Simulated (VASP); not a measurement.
Wanted: the native input for a VASP 6.6.1 run.

```yaml
Task: single point
Functional: PBE
Potentials_or_basis: VASP PAW PBE potentials, release 64 (K_sv, Ru_pv, O)
Cutoff: 520 eV
k_mesh: 10 × 10 × 10
Occupations: gaussian, width 0.1 eV
Spin: no spin polarisation
Dipole_correction: no
Further_INCAR_settings: ALGO = Normal; EDIFF = 1e-06; NBANDS = 44
```

The structure of KRu4O lies in POSCAR:

```
KRu4O
1.0
    0.0000000000      3.6832415184      3.6832415184
    3.6832415184      0.0000000000      3.6832415184
    3.6832415184      3.6832415184      0.0000000000
K Ru O
1 4 1
Direct
    0.0000000000      0.0000000000      0.0000000000
    0.6237551045      0.6237551045      0.1287346864
    0.6237551045      0.6237551045      0.6237551045
    0.1287346864      0.6237551045      0.6237551045
    0.6237551045      0.1287346864      0.6237551045
    0.2500000000      0.2500000000      0.2500000000
```

These files were run (other wordings do the same):

INCAR

```
SYSTEM = KRu4O
ALGO     = Normal         ! electronic algorithm
EDIFF    = 1E-6           ! SCF threshold, eV
ENCUT    = 520            ! plane-wave cutoff, eV
GGA      = PE             ! functional
ISIF     = 2              ! what is computed and relaxed
ISMEAR   = 0              ! smearing method
LASPH    = .True.         ! aspherical terms in the spheres
LCHARG   = .True.         ! write CHGCAR
LELF     = .True.         ! ELF
LREAL    = .False.        ! projectors in reciprocal space
LVHAR    = .True.       
LWAVE    = .False.        ! write WAVECAR
NBANDS   = 44             ! bands
NELM     = 80             ! most SCF steps
PREC     = Accurate       ! precision mode
SIGMA    = 0.1            ! smearing width, eV
```

KPOINTS

```
k-points
0
Gamma
  10 10 10
  0 0 0
```

Potentials or basis: VASP PAW PBE potentials, release 64 (K_sv, Ru_pv, O).

Command:

```console
$ cat potpaw_PBE.64/K_sv/POTCAR potpaw_PBE.64/Ru_pv/POTCAR potpaw_PBE.64/O/POTCAR > POTCAR
$ mpirun -np 1 vasp_std > vasp.out
```

Results of the run:

```yaml
Pressure: 0.1 GPa
Largest_force: 0.008 eV/Å
Band_gap_on_the_k_mesh: zero (an odd number of electrons rules out a gap without spin polarisation)
```

Caveat: an odd number of electrons without spin polarisation forces a metal; a magnetic or distorted state may lie lower.

Wall time 2.8 min on 1 thread of Intel(R) Xeon(R) 6975P-C (Granite Rapids), with other jobs on the host, peak memory 0.34 GiB.
